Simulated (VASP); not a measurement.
# Mo (I4_1/amd) in VASP: further runs, part 2 of 2

VASP 6.6.1.

**3. Single point, PBE**

Input file INCAR:

```
SYSTEM = Mo
  PREC = Accurate
  ENCUT = 520
  EDIFF = 1E-7
  ISMEAR = -1
  SIGMA = 0.08
  LREAL = .False.
  LASPH = .True.
  NELM = 80
  ALGO = Normal
  ISIF = 2
  LWAVE = .False.
  LCHARG = .False.
  GGA = PE
  NBANDS = 21
```

Input file KPOINTS:

```
regular mesh
0
Gamma
  16 16 16
  0 0 0
```

Input file POSCAR:

```
Mo
1.0
   -2.5347666473      2.5347666473      1.3232624363
    2.5347666473     -2.5347666473      1.3232624363
    2.5347666473      2.5347666473     -1.3232624363
Mo
2
Direct
   -0.3750000000     -0.1250000000     -0.2500000000
    0.3750000000      0.1250000000      0.2500000000
```

Potentials or basis: VASP PAW PBE potentials, release 64 (Mo_sv).

The run is started by

```bash
> cat potpaw_PBE.64/Mo_sv/POTCAR > POTCAR
> mpirun -np 1 vasp_std > vasp.out
```

OUTCAR:

```text
SYSTEM = Mo
   PREC = Accurate
   ENCUT = 520
   EDIFF = 1E-7
   ISMEAR = -1
   LREAL = .False.
   LASPH = .True.
   NELM = 80
   ISIF = 2
   GGA = PE

 ion  position               nearest neighbor table
   1  0.625  0.875  0.750-   2 2.62   2 2.62   2 2.62   2 2.62   2 3.22   2 3.22   2 3.22   2 3.22

   2  0.375  0.125  0.250-   1 2.62   1 2.62   1 2.62   1 2.62   1 3.22   1 3.22   1 3.22   1 3.22

  LATTYP: Found a body centered tetragonal cell.
 ALAT       =     5.0695332946
 C/A-ratio  =     0.5220450718

  Lattice vectors:

 A1 = (  -2.5347666473,   2.5347666473,   1.3232624363)
 A2 = (   2.5347666473,  -2.5347666473,   1.3232624363)
 A3 = (   2.5347666473,   2.5347666473,  -1.3232624363)

Analysis of symmetry for initial positions (statically):
=====================================================================
 Subroutine PRICEL returns:
 Original cell was already a primitive cell.

 Routine SETGRP: Setting up the symmetry group for a
 body centered tetragonal supercell.

 Subroutine GETGRP returns: Found 16 space group operations
 (whereof  4 operations were pure point group operations)
 out of a pool of 16 trial point group operations.

The static configuration has the point symmetry C_2h.
 The point group associated with its full space group is D_4h.

Analysis of symmetry for dynamics (positions and initial velocities):
=====================================================================
 Subroutine PRICEL returns:
 Original cell was already a primitive cell.

 Routine SETGRP: Setting up the symmetry group for a
 body centered tetragonal supercell.

 Subroutine GETGRP returns: Found 16 space group operations
 (whereof  4 operations were pure point group operations)
 out of a pool of 16 trial point group operations.

The dynamic configuration has the point symmetry C_2h.
 The point group associated with its full space group is D_4h.

[... 111 lines left out ...]
   EMIN   =  10.00;   EMAX   =-10.00  energy-range for DOS
   EFERMI =   0.00;   METHOD = LEGACY
   ISMEAR =    -1;   SIGMA  =   0.08  broadening in eV -4-tet -1-fermi 0-gaus
   EFERMI_NEDOS =   21; number of points for ismear=-14 and -15
   IALGO  =     38    algorithm
   IMIX   =      4    mixing-type and parameters
     AMIX     =   0.40;   BMIX     =  1.00
     AMIX_MAG =   1.60;   BMIX_MAG =  1.00
  volume/ion in A,a.u.               =      17.00       114.75
  Fermi-wavevector in a.u.,A,eV,Ry     =   1.534382  2.899562 32.032583  2.354328
  Thomas-Fermi vector in A             =   2.641318
   LORBIT       =      0    0 simple, 1 ext, 2 COOP (PROOUT), +10 PAW based schemes
   GGA     = PE    functional components
   LHFCALC =     F    Hartree Fock is set to
   AEXX    =    0.0000 exact exchange contribution
   IVDW    =     0    specifies the selected vdW correction
   LEPSILON=     F    determine dielectric tensor
   LRPA    =     F    only Hartree local field effects (RPA)
 non-spin polarized calculation
  energy-cutoff  :      520.00
  volume of cell :       34.01
 maximum number of plane-waves:       936
   NGX = 15   NGY = 15   NGZ = 15

 number of electron      27.9999995 magnetization

 Free energy of the ion-electron system (eV)
  ---------------------------------------------------
  ext. energy  EPLUGINS =         0.00000000
  ---------------------------------------------------
  free energy    TOTEN  =       -20.22052087 eV

  energy without entropy =      -20.17815194  energy(sigma->0) =      -20.19933641

 E-fermi :  11.2292     XC(G=0): -12.8156

 val. band max:       11.2262891869   @ k =   0.2500   0.1250   0.0625
 cond. band min:      11.2347596368   @ k =  -0.2500   0.5000   0.2500
 fundamental gap:      0.0084704498
 Fermi energy:        11.2292192496

 k-point     1 :       0.0000    0.0000    0.0000
  band No.  band energies     occupation
      1     -49.8482      2.00000
      2     -49.4661      2.00000
      3     -24.3365      2.00000
      4     -24.3365      2.00000
      5     -23.1694      2.00000
      6     -23.1694      2.00000
[... 565 lines left out ...]
     20      17.2365      0.00000
     21      18.0905      0.00000

 [... further k-points ...]

------------------------ aborting loop because EDIFF is reached ----------------------------------------

  FORCE on cell =-STRESS in cart. coord.  units (eV):
  Direction    XX          YY          ZZ          XY          YZ          ZX
  --------------------------------------------------------------------------------------
  -------------------------------------------------------------------------------------
  Total       -0.1797915     -0.1797915     -0.1749160      0.0000000      0.0000000      0.0000000
  in kB       -8.4702787     -8.4702787     -8.2405880      0.0000000      0.0000000      0.0000000
  external PRESSURE =      -8.3937152 kB  Pullay stress =       0.0000000 kB

 VOLUME and BASIS-vectors are now :
 -----------------------------------------------------------------------------
  energy-cutoff  :      520.00
  volume of cell :       34.01
      direct lattice vectors                 reciprocal lattice vectors
    -2.534766647  2.534766647  1.323262436     0.000000000  0.197256817  0.377853997
     2.534766647 -2.534766647  1.323262436     0.197256817  0.000000000  0.377853997
     2.534766647  2.534766647 -1.323262436     0.197256817  0.197256817  0.000000000

 POSITION                                       TOTAL-FORCE (eV/Angst)
 -----------------------------------------------------------------------------------
      2.53477      1.26738      0.99245         0.000000     -0.000000      0.000000
     -0.00000      1.26738      0.33082        -0.000000      0.000000     -0.000000
 -----------------------------------------------------------------------------------
    total drift:                                0.000000      0.000000     -0.000000

  FREE ENERGIE OF THE ION-ELECTRON SYSTEM (eV)
  ---------------------------------------------------
  free  energy   TOTEN  =       -20.2205208746 eV

  energy  without entropy=      -20.1781519403  energy(sigma->0) =      -20.19933641
```

stdout:

```text
POSCAR found type information on POSCAR Mo
 POSCAR found :  1 types and       2 ions
 scaLAPACK will be used
 LDA part: xc-table for (Slater+PW92), standard interpolation
 POSCAR, INCAR and KPOINTS ok, starting setup
 FFT: planning ... GRIDC
 FFT: planning ... GRID_SOFT
 FFT: planning ... GRID
 WAVECAR not read
 entering main loop
```

Run time: 6.5 min. Hardware: 1 thread of AMD EPYC 7R13, shared host; peak memory 0.28 GiB.

What came out:

```
Free energy            : -20.2205 eV
Pressure               : -0.8 GPa
Band gap on the k mesh : zero (band 14 reaches 13.01 eV, above the bottom of band 15 at 10.21 eV)
```
